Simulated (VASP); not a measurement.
Set up this calculation in VASP 6.6.1, as the native input.

* Task: single point
* Functional: PBE
* Potentials or basis: VASP PAW PBE potentials, release 64 (Ga_d, N)
* Cutoff: 520 eV
* k mesh: 10 × 10 × 10
* Occupations: gaussian, width 0.05 eV
* Spin: no spin polarisation
* Dipole correction: no
* Further INCAR settings: ALGO = Normal; EDIFF = 1e-06; NBANDS = 16

The structure of GaN lies in POSCAR:

```
GaN
1.0
    0.0000000000      2.3098381227      2.1408255771
    2.3098381227      0.0000000000      2.1408255771
    2.3098381227      2.3098381227      0.0000000000
Ga N
1 1
Direct
    0.0000000000      0.0000000000      0.0000000000
    0.7500000000      0.7500000000      0.7500000000
```

This cell differs from its parent crystal: strain +0.025 along x and y, -0.050 along z.

These files were run (other wordings do the same):

INCAR

```
PREC     = Accurate       # precision mode
ENCUT    = 520            # plane-wave cutoff, eV
EDIFF    = 1E-6           # SCF threshold, eV
ISMEAR   = 0              # smearing method
SIGMA    = 0.05           # smearing width, eV
LREAL    = False          # projectors in reciprocal space
LASPH    = True           # aspherical terms in the spheres
NELM     = 80             # most SCF steps
ALGO     = Normal         # electronic algorithm
ISIF     = 2              # what is computed and relaxed
LWAVE    = False          # write WAVECAR
LCHARG   = False          # write CHGCAR
GGA      = PE             # functional
NBANDS   = 16             # bands
```

KPOINTS

```
Automatic mesh
0
Gamma
  10 10 10
```

Potentials or basis: VASP PAW PBE potentials, release 64 (Ga_d, N).

The run is started by

```bash
$ cat potpaw_PBE.64/Ga_d/POTCAR potpaw_PBE.64/N/POTCAR > POTCAR
$ mpirun -np 1 vasp_std > vasp.out
```

It gave:

```
Pressure               : 5.1 GPa
Band gap on the k mesh : 1.52 eV, direct
```

Caveat: the cell differs from its parent crystal (strain +0.025 along x and y, -0.050 along z).

Wall time 18 s on 1 thread of AMD EPYC 9R45 96-Core Processor (Zen 5), with other jobs on the host, peak memory 0.13 GiB.
